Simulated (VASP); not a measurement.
# Bi2Te3 (R-3m) in VASP: a series of runs

Bi2Te3 is run at these levels: BLYP, PBE, SVWN5; tasks: single point.

All numbers are computed with VASP 6.6.1; they aren't measurements. Logs are shortened: lines on timing, memory, paths and dates and some standing lists are left out, and cuts for length are marked.

**Measured values to compare with.**

From “Vacancy and Antisite-Induced Ferromagnetism in Liquid-Phase Exfoliated Bi2Te3”, 2024, arxiv:2412.10539, for a bulk crystal of Bi2Te3: band gap 0.17 eV.

How close the calculation comes is told below.

### 1 The cell of the first run

It takes space group R-3m (No. 166, trigonal). Conventional cell: a = 4.472 Å, b = 4.472 Å, c = 31.095 Å, α = 90.00°, β = 90.00°, γ = 120.00°. Within 4.1 Å of Bi (site symmetry 3m) lie 6 Te at 3.13 to 3.31 Å. Within 4.1 Å of Te (site symmetry 3m) lie 3 Bi at 3.13 Å and 3 Te at 3.71 Å. Within 4.7 Å of Te (site symmetry -3m) lie 6 Bi at 3.31 Å and 12 Te at 4.47 to 4.64 Å.

### 2 Single point, BLYP

INCAR

```
PREC = Accurate
ENCUT = 520
EDIFF = 1E-7
ISMEAR = -1
SIGMA = 0.05
LREAL = F
LASPH = T
NELM = 80
ALGO = Normal
ISIF = 2
LWAVE = F
LCHARG = F
GGA = B5
ALDAX = 1.0
AGGAX = 1.0
AGGAC = 1.0
ALDAC = 0.0
NBANDS = 32
```

KPOINTS

```
Automatic mesh
0
Gamma
  7 7 7
```

POSCAR

```
Bi2Te3
1.0
    2.2360109196      1.2909615063     10.3650440818
   -2.2360109196      1.2909615063     10.3650440818
    0.0000000000     -2.5819230127     10.3650440818
Bi Te
2 3
Direct
    0.6000000000      0.6000000000      0.6000000000
    0.4000000000      0.4000000000      0.4000000000
    0.7905000000      0.7905000000      0.7905000000
    0.2095000000      0.2095000000      0.2095000000
    0.0000000000      0.0000000000      0.0000000000
```

Potentials or basis: VASP PAW PBE potentials, release 64 (Bi_d, Te).

Launch:

```sh
$ cat potpaw_PBE.64/Bi_d/POTCAR potpaw_PBE.64/Te/POTCAR > POTCAR
$ mpirun -np 1 vasp_std > vasp.out
```

OUTCAR:

```text
PREC = Accurate
   ENCUT = 520
   EDIFF = 1E-7
   ISMEAR = -1
   LREAL = F
   LASPH = T
   NELM = 80
   ISIF = 2
   GGA = B5

 ion  position               nearest neighbor table
   1  0.600  0.600  0.600-   4 3.13   4 3.13   4 3.13   5 3.31   5 3.31   5 3.31
   2  0.400  0.400  0.400-   3 3.13   3 3.13   3 3.13   5 3.31   5 3.31   5 3.31
   3  0.791  0.791  0.791-   2 3.13   2 3.13   2 3.13
   4  0.209  0.209  0.209-   1 3.13   1 3.13   1 3.13
   5  0.000  0.000  0.000-   1 3.31   2 3.31   1 3.31   1 3.31   2 3.31   2 3.31

  LATTYP: Found a trigonal (rhomboedric) cell.
 ALAT       =    10.6817819329
 COS(alpha) =     0.9123624111

  Lattice vectors:

 A1 = (   2.2360109196,   1.2909615063,  10.3650440818)
 A2 = (  -2.2360109196,   1.2909615063,  10.3650440818)
 A3 = (   0.0000000000,  -2.5819230127,  10.3650440818)

Analysis of symmetry for initial positions (statically):
=====================================================================
 Subroutine PRICEL returns:
 Original cell was already a primitive cell.

 Routine SETGRP: Setting up the symmetry group for a
 trigonal (rhombohedral) supercell.

 Subroutine GETGRP returns: Found 12 space group operations
 (whereof 12 operations were pure point group operations)
 out of a pool of 12 trial point group operations.

The static configuration has the point symmetry D_3d.

Analysis of symmetry for dynamics (positions and initial velocities):
=====================================================================
 Subroutine PRICEL returns:
 Original cell was already a primitive cell.

 Routine SETGRP: Setting up the symmetry group for a
 trigonal (rhombohedral) supercell.

 Subroutine GETGRP returns: Found 12 space group operations
 (whereof 12 operations were pure point group operations)
 out of a pool of 12 trial point group operations.

The dynamic configuration has the point symmetry D_3d.

 Subroutine INISYM returns: Found 12 space group operations
 (whereof 12 operations are pure point group operations),
 and found     1 'primitive' translations

----------------------------------------------------------------------------------------

                                     Primitive cell

  volume of cell :     179.5187

  direct lattice vectors                    reciprocal lattice vectors
     2.236010920  1.290961506 10.365044082     0.223612504  0.129102739  0.032159374
    -2.236010920  1.290961506 10.365044082    -0.223612504  0.129102739  0.032159374
     0.000000000 -2.581923013 10.365044082     0.000000000 -0.258205478  0.032159374

  length of vectors
    10.681781933 10.681781933 10.681781933     0.260200489  0.260200489  0.260200489

  position of ions in fractional coordinates (direct lattice)
     0.600000000  0.600000000  0.600000000
     0.400000000  0.400000000  0.400000000
     0.790500000  0.790500000  0.790500000
     0.209500000  0.209500000  0.209500000
     0.000000000  0.000000000  0.000000000

  ion indices of the primitive-cell ions
   primitive index   ion index
                 1           1
                 2           2
                 3           3
                 4           4
                 5           5

----------------------------------------------------------------------------------------

 KPOINTS: Automatic mesh

Automatic generation of k-mesh.
 Grid dimensions read from file:
 generate k-points for:    7    7    7

 Generating k-lattice:

  Cartesian coordinates                     Fractional coordinates (reciprocal lattice)
     0.031944643  0.018443248  0.004594196     0.142857143  0.000000000 -0.000000000
    -0.031944643  0.018443248  0.004594196     0.000000000  0.142857143 -0.000000000
     0.000000000 -0.036886497  0.004594196    -0.000000000 -0.000000000  0.142857143

  Length of vectors
     0.037171498  0.037171498  0.037171498

  Shift w.r.t. Gamma in fractional coordinates (k-lattice)
     0.000000000  0.000000000  0.000000000

 Subroutine IBZKPT returns following result:
 ===========================================

 Found     44 irreducible k-points:

[... 51 lines left out ...]
  band No.  band energies     occupation
      1     -17.1596      2.00000
      2     -17.1584      2.00000
      3     -17.1569      2.00000
      4     -17.1559      2.00000
      5     -17.1477      2.00000
      6     -17.1468      2.00000
[... 24 lines left out ...]
     31      10.6557      0.00000
     32      11.2703      0.00000

 k-point     3 :       0.2857   -0.0000    0.0000
  band No.  band energies     occupation
      1     -17.1627      2.00000
      2     -17.1611      2.00000
      3     -17.1546      2.00000
      4     -17.1534      2.00000
      5     -17.1492      2.00000
      6     -17.1477      2.00000
[... 24 lines left out ...]
     31       9.9594      0.00000
     32      11.7048      0.00000

 k-point     4 :       0.4286   -0.0000    0.0000
  band No.  band energies     occupation
      1     -17.1655      2.00000
      2     -17.1635      2.00000
      3     -17.1539      2.00000
      4     -17.1522      2.00000
      5     -17.1504      2.00000
      6     -17.1488      2.00000
[... 24 lines left out ...]
     31       9.7860      0.00000
     32      10.9081      0.00000

 k-point     5 :       0.1429    0.1429    0.0000
  band No.  band energies     occupation
      1     -17.1596      2.00000
      2     -17.1584      2.00000
      3     -17.1570      2.00000
      4     -17.1559      2.00000
      5     -17.1477      2.00000
      6     -17.1468      2.00000
[... 584 lines left out ...]
     31       9.6983      0.00000
     32      11.1808      0.00000

 k-point    22 :      -0.1429    0.1429    0.1429
  band No.  band energies     occupation
      1     -17.1627      2.00000
      2     -17.1611      2.00000
      3     -17.1547      2.00000
      4     -17.1534      2.00000
      5     -17.1492      2.00000
      6     -17.1477      2.00000
[... 24 lines left out ...]
     31       9.8855      0.00000
     32      11.9005      0.00000

 k-point    23 :       0.2857    0.2857    0.1429
  band No.  band energies     occupation
      1     -17.1596      2.00000
      2     -17.1584      2.00000
      3     -17.1569      2.00000
      4     -17.1559      2.00000
      5     -17.1477      2.00000
      6     -17.1468      2.00000
[... 24 lines left out ...]
     31      10.9216      0.00000
     32      11.2220      0.00000

 k-point    24 :       0.4286    0.2857    0.1429
  band No.  band energies     occupation
      1     -17.1610      2.00000
      2     -17.1599      2.00000
      3     -17.1552      2.00000
      4     -17.1550      2.00000
      5     -17.1478      2.00000
      6     -17.1474      2.00000
[... 24 lines left out ...]
     31      10.7927      0.00000
     32      10.8224      0.00000

 [... further k-points ...]

------------------------ aborting loop because EDIFF is reached ----------------------------------------

  FORCE on cell =-STRESS in cart. coord.  units (eV):
  Direction    XX          YY          ZZ          XY          YZ          ZX
  --------------------------------------------------------------------------------------
  -------------------------------------------------------------------------------------
  Total        2.8630303      2.8630303      2.2907628      0.0000000     -0.0000000      0.0000000
  in kB       25.5521186     25.5521186     20.4447159      0.0000000     -0.0000000      0.0000000
  external PRESSURE =      23.8496510 kB  Pullay stress =       0.0000000 kB

 VOLUME and BASIS-vectors are now :
 -----------------------------------------------------------------------------
  energy-cutoff  :      520.00
  volume of cell :      179.52
      direct lattice vectors                 reciprocal lattice vectors
     2.236010920  1.290961506 10.365044082     0.223612504  0.129102739  0.032159374
    -2.236010920  1.290961506 10.365044082    -0.223612504  0.129102739  0.032159374
     0.000000000 -2.581923013 10.365044082     0.000000000 -0.258205478  0.032159374

 POSITION                                       TOTAL-FORCE (eV/Angst)
 -----------------------------------------------------------------------------------
      0.00000     -0.00000     18.65708         0.000000      0.000000     -0.171734
      0.00000     -0.00000     12.43805         0.000000     -0.000000      0.171734
      0.00000     -0.00000     24.58070         0.000000      0.000000     -0.264563
      0.00000     -0.00000      6.51443         0.000000     -0.000000      0.264563
      0.00000      0.00000      0.00000         0.000000     -0.000000     -0.000000
 -----------------------------------------------------------------------------------
    total drift:                               -0.000000     -0.000000     -0.000000

  FREE ENERGIE OF THE ION-ELECTRON SYSTEM (eV)
  ---------------------------------------------------
  free  energy   TOTEN  =       -15.2474790673 eV

  energy  without entropy=      -15.2473528467  energy(sigma->0) =      -15.24741596
```

It took 10 min on 1 thread of Intel Xeon 6975P-C (Granite Rapids), shared host; peak memory 1 GiB.

Results:

```
Free energy            : -15.2475 eV
Pressure               : 2.4 GPa
Largest force          : 0.265 eV/Å
Band gap on the k mesh : 0.34 eV
```

Forces on the atoms (eV/Å):
```
Bi   0.000  0.000 -0.172
Bi   0.000  0.000  0.172
Te   0.000  0.000 -0.265
Te   0.000  0.000  0.265
Te   0.000  0.000  0.000
```

Stress tensor (GPa, compression positive):
```
2.56 0.00 0.00
0.00 2.56 0.00
0.00 0.00 2.04
```

Levels at points of the mesh, in eV from the valence-band top:
```tsv
k point	band 20	band 21	band 22	band 23	band 24	band 25	band 26	band 27	band 28	band 29
(0.00, 0.00, 0.00)	-1.56	-1.56	-0.75	-0.75	0.00	0.34	0.69	0.69	1.96	2.00
```

Caveat: the PAW data sets were made with another functional, which shifts forces and pressure a little; spin-orbit coupling is left out, which moves the levels of the heavy elements; an odd mesh through Γ misses points on the zone boundary, where band edges can lie.

### 3 Single point, PBE

This run uses another cell than the first one, of 33.87 Å³/atom.

INCAR

```
SYSTEM = Bi2Te3
ALGO = Normal ; EDIFF = 1E-6
ENCUT = 520 ; GGA = PE
ISIF = 2 ; ISMEAR = -1
LASPH = .True. ; LCHARG = .False.
LREAL = .False. ; LWAVE = .False.
NBANDS = 32 ; NELM = 100
PREC = Accurate ; SIGMA = 0.05
```

KPOINTS

```
k-points
0
Gamma
  3 3 3
  0 0 0
```

Edit POSCAR of step 2 so:

```diff
@@ -2,5 +2,5 @@
 1.0
-    2.2360109196      1.2909615063     10.3650440818
-   -2.2360109196      1.2909615063     10.3650440818
-    0.0000000000     -2.5819230127     10.3650440818
+    2.1930000000      1.2661291403     10.1656666667
+   -2.1930000000      1.2661291403     10.1656666667
+    0.0000000000     -2.5322582807     10.1656666667
 Bi Te
```

Potentials or basis: VASP PAW PBE potentials, release 64 (Bi_d, Te).

Launch:

```sh
$ cat potpaw_PBE.64/Bi_d/POTCAR potpaw_PBE.64/Te/POTCAR > POTCAR
$ mpirun -np 1 vasp_std > vasp.out
```

It took 11 min on 1 thread of AMD EPYC 7R43 (Zen 3), shared host; peak memory 0.82 GiB.

The run converged. Its results:

```yaml
Free_energy: -18.2890 eV
Pressure: 2.0 GPa
Largest_force: 0.145 eV/Å
Band_gap_on_the_k_mesh: 0.30 eV
```

Forces on the atoms (eV/Å):
```
Bi   0.000  0.000 -0.041
Bi   0.000  0.000  0.041
Te   0.000  0.000 -0.145
Te   0.000  0.000  0.145
Te   0.000  0.000  0.000
```

Stress tensor (GPa, compression positive):
```
2.40 0.00 0.00
0.00 2.40 0.00
0.00 0.00 1.18
```

Levels at points of the mesh, in eV from the valence-band top:
| k point | band 20 | band 21 | band 22 | band 23 | band 24 | band 25 | band 26 | band 27 | band 28 | band 29 |
| --- | --- | --- | --- | --- | --- | --- | --- | --- | --- | --- |
| (0.00, 0.00, 0.00) | -1.71 | -1.71 | -0.86 | -0.86 | 0.00 | 0.30 | 0.66 | 0.66 | 1.97 | 2.11 |

Caveat: the k points lie up to 0.56 Å⁻¹ apart; spin-orbit coupling is left out, which moves the levels of the heavy elements; an odd mesh through Γ misses points on the zone boundary, where band edges can lie.

### 4 Single point, SVWN5

This run uses another cell than the first one, of 33.19 Å³/atom.

INCAR

```
PREC     = Accurate       # precision mode
ENCUT    = 520            # plane-wave cutoff, eV
EDIFF    = 1E-6           # SCF threshold, eV
ISMEAR   = -1             # smearing method
SIGMA    = 0.05           # smearing width, eV
LREAL    = False          # projectors in reciprocal space
LASPH    = True           # aspherical terms in the spheres
NELM     = 80             # most SCF steps
ALGO     = Normal         # electronic algorithm
ISIF     = 2              # what is computed and relaxed
LWAVE    = False          # write WAVECAR
LCHARG   = False          # write CHGCAR
GGA      = VW             # functional
NBANDS   = 32             # bands
```

KPOINTS

```
regular mesh
0
Gamma
  7 7 7
```

Edit POSCAR of step 3 so:

```diff
@@ -2,5 +2,5 @@
 1.0
-    2.1930000000      1.2661291403     10.1656666667
-   -2.1930000000      1.2661291403     10.1656666667
-    0.0000000000     -2.5322582807     10.1656666667
+    2.1782814357      1.2576313732     10.0974386602
+   -2.1782814357      1.2576313732     10.0974386602
+    0.0000000000     -2.5152627466     10.0974386602
 Bi Te
```

Launch:

```sh
$ cat potpaw_PBE.64/Bi_d/POTCAR potpaw_PBE.64/Te/POTCAR > POTCAR
$ mpirun -np 1 vasp_std > vasp.out
```

It took 9.1 min on 1 thread of Intel Xeon 6975P-C (Granite Rapids), shared host; peak memory 0.76 GiB.

It converged, with:

```
Free energy            : -21.5807 eV
Pressure               : -0.7 GPa
Largest force          : 0.045 eV/Å
Band gap on the k mesh : 0.19 eV
```

Forces on the atoms (eV/Å):
```
Bi   0.000  0.000 -0.015
Bi   0.000  0.000  0.015
Te   0.000  0.000 -0.045
Te   0.000  0.000  0.045
Te   0.000  0.000  0.000
```

Stress tensor (GPa, compression positive):
```
-0.59  0.00  0.00
 0.00 -0.59  0.00
 0.00  0.00 -1.00
```

Levels at points of the mesh, in eV from the valence-band top:
```tsv
k point	band 20	band 21	band 22	band 23	band 24	band 25	band 26	band 27	band 28	band 29
(0.00, 0.00, 0.00)	-1.76	-1.76	-0.88	-0.88	0.00	0.19	0.59	0.59	1.91	2.08
```

Caveat: the PAW data sets were made with another functional, which shifts forces and pressure a little; spin-orbit coupling is left out, which moves the levels of the heavy elements; an odd mesh through Γ misses points on the zone boundary, where band edges can lie.

### 5 Single point, SVWN5

This run uses another cell than the first one, of 33.87 Å³/atom.

INCAR

```
  PREC = Accurate
  ENCUT = 520
  EDIFF = 1E-7
  ISMEAR = -1
  SIGMA = 0.05
  LREAL = False
  LASPH = True
  NELM = 100
  ALGO = Normal
  ISIF = 2
  LWAVE = False
  LCHARG = True
  GGA = VW
  LELF = True
  LVHAR = True
  NBANDS = 32
```

KPOINTS

```
Automatic mesh
0
Gamma
  7 7 7
```

Edit POSCAR of step 4 so:

```diff
@@ -2,5 +2,5 @@
 1.0
-    2.1782814357      1.2576313732     10.0974386602
-   -2.1782814357      1.2576313732     10.0974386602
-    0.0000000000     -2.5152627466     10.0974386602
+    2.1930000000      1.2661291403     10.1656666667
+   -2.1930000000      1.2661291403     10.1656666667
+    0.0000000000     -2.5322582807     10.1656666667
 Bi Te
```

Launch:

```sh
$ cat potpaw_PBE.64/Bi_d/POTCAR potpaw_PBE.64/Te/POTCAR > POTCAR
$ mpirun -np 1 vasp_std > vasp.out
```

Wall time 13 min (1 thread of Intel Xeon 6975P-C (Granite Rapids), shared host); peak memory 0.77 GiB.

It converged, with:

```
Free energy            : -21.5553 eV
Pressure               : -1.8 GPa
Largest force          : 0.168 eV/Å
Band gap on the k mesh : 0.20 eV
```

Forces on the atoms (eV/Å):
```
Bi   0.000  0.000 -0.065
Bi   0.000  0.000  0.065
Te   0.000  0.000 -0.168
Te   0.000  0.000  0.168
Te   0.000  0.000  0.000
```

Stress tensor (GPa, compression positive):
```
-1.59  0.00  0.00
 0.00 -1.59  0.00
 0.00  0.00 -2.06
```

Levels at points of the mesh, in eV from the valence-band top:
| k point | band 22 | band 23 | band 24 | band 25 | band 26 | band 27 |
| --- | --- | --- | --- | --- | --- | --- |
| (0.00, 0.00, 0.00) | -0.83 | -0.83 | 0.00 | 0.20 | 0.62 | 0.62 |

Caveat: the PAW data sets were made with another functional, which shifts forces and pressure a little; spin-orbit coupling is left out, which moves the levels of the heavy elements; an odd mesh through Γ misses points on the zone boundary, where band edges can lie.

### 6 Single point, SVWN5

This run uses another cell than the first one, of 34.55 Å³/atom.

INCAR

```
ALGO = Normal
EDIFF = 1E-7
ENCUT = 520
GGA = VW
ISIF = 2
ISMEAR = -1
LASPH = True
LCHARG = False
LREAL = False
LWAVE = False
NBANDS = 32
NELM = 80
PREC = Accurate
SIGMA = 0.05
```

KPOINTS

```
k-points
0
Gamma
  7 7 7
```

Edit POSCAR of step 5 so:

```diff
@@ -2,5 +2,5 @@
 1.0
-    2.1930000000      1.2661291403     10.1656666667
-   -2.1930000000      1.2661291403     10.1656666667
-    0.0000000000     -2.5322582807     10.1656666667
+    2.2075236021      1.2745143459     10.2329909245
+   -2.2075236021      1.2745143459     10.2329909245
+    0.0000000000     -2.5490286918     10.2329909245
 Bi Te
```

Potentials or basis: VASP PAW PBE potentials, release 64 (Bi_d, Te).

Launch:

```sh
$ cat potpaw_PBE.64/Bi_d/POTCAR potpaw_PBE.64/Te/POTCAR > POTCAR
$ mpirun -np 1 vasp_std > vasp.out
```

Run time: 11 min. Hardware: 1 thread of Intel Xeon 6975P-C (Granite Rapids), shared host; peak memory 0.7 GiB.

Results (log left out):

```
Free energy            : -21.5091 eV
Pressure               : -2.7 GPa
Largest force          : 0.283 eV/Å
Band gap on the k mesh : 0.21 eV
```

Forces in eV/Å, atoms in the order of the input:
```
Bi   0.000  0.000 -0.112
Bi   0.000  0.000  0.112
Te   0.000  0.000 -0.283
Te   0.000  0.000  0.283
Te   0.000  0.000  0.000
```

Stress tensor (GPa, compression positive):
```
-2.50  0.00  0.00
 0.00 -2.50  0.00
 0.00  0.00 -3.02
```

Levels at points of the mesh, in eV from the valence-band top:
```csv
k point,band 21,band 22,band 23,band 24,band 25,band 26,band 27,band 28
"(0.00, 0.00, 0.00)",-1.63,-0.78,-0.78,0.00,0.21,0.66,0.66,1.93
```

Caveat: the PAW data sets were made with another functional, which shifts forces and pressure a little; spin-orbit coupling is left out, which moves the levels of the heavy elements; an odd mesh through Γ misses points on the zone boundary, where band edges can lie.

### 7 Summary

```csv
level,cell,k mesh,gap on the mesh (eV),pressure (GPa),largest force (eV/Å)
BLYP,"a = 10.682 Å, angles 24.2°, 5 atoms",7 × 7 × 7,0.34,2.4,0.26
PBE,"a = 10.476 Å, angles 24.2°, 5 atoms",3 × 3 × 3,0.30,2.0,0.15
SVWN5,"a = 10.406 Å, angles 24.2°, 5 atoms",7 × 7 × 7,0.19,-0.7,0.04
SVWN5,"a = 10.476 Å, angles 24.2°, 5 atoms",7 × 7 × 7,0.20,-1.8,0.17
SVWN5,"a = 10.546 Å, angles 24.2°, 5 atoms",7 × 7 × 7,0.21,-2.7,0.28
```

Alike in all rows: task single point; potentials or basis VASP PAW PBE potentials, release 64 (Bi_d, Te); no spin polarisation; cutoff (eV) 520; smearing fermi-dirac 0.05 eV.

Caveats: some runs use coarse meshes; spin-orbit coupling is left out, which moves the levels of the heavy elements; an odd mesh through Γ misses points on the zone boundary, where band edges can lie; the PAW data sets were made with another functional, which shifts forces and pressure a little (at least some runs).

Total energies depend on the potentials used, so only differences within one code and one set of settings carry meaning.

### 8 How close it comes

Step 4. A measured gap of Bi2Te3 is 0.17 eV (quoted in “Vacancy and Antisite-Induced Ferromagnetism in Liquid-Phase Exfoliated Bi2Te3”, 2024, arxiv:2412.10539); the calculated 0.19 eV misses it by +0.02 eV. Spin-orbit coupling on Bi, Te is left out. The value is that of SVWN5 on a finite k mesh, which can miss the band edges, without temperature or zero-point motion.
